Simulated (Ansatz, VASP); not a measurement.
Two plane-wave programs on WS2

```
W S
1.0
     1.60063    0.92413    5.99786
    -1.60063    0.92413    5.99786
     0.00000   -1.84825    5.99786
W S
1 2
Direct
  0.00000 0.00000 0.00000
  0.75030 0.75030 0.75030
  0.58100 0.58100 0.58100
```

Alike in both runs: task single point; functional PBEsol; k mesh 12 × 12 × 12; occupations gaussian, width 0.05 eV; no spin polarisation.

|  | VASP | Ansatz |
| --- | --- | --- |
| version | VASP 6.6.1 | Ansatz 0.2.0 |
| potentials or method | VASP PAW PBE potentials, release 64 (W_sv, S), cutoff 520 eV | scalar-relativistic, plane waves, PAW |
| valence electrons in the cell | 26 | 26 |

Ansatz gave:

- gap on the k mesh at the Fermi level (eV): 0.62
- least direct gap on the mesh (eV): 1.63
- pressure (GPa): -0.2
- traceless stress, the component that is largest in VASP (GPa): 5.54
- rms of the force components (eV/Å): 0.325

Q: What did VASP give for the same quantities?

A: gap on the k mesh at the Fermi level (eV): 0.64; least direct gap on the mesh (eV): 1.64; pressure (GPa): -0.1; traceless stress, the component that is largest in VASP (GPa): 5.57; rms of the force components (eV/Å): 0.332.

VASP's potentials were made for PBE, not for PBEsol. Atom by atom the forces differ by 0.010 eV/Å (rms over components).

Neither program's run includes spin-orbit coupling.
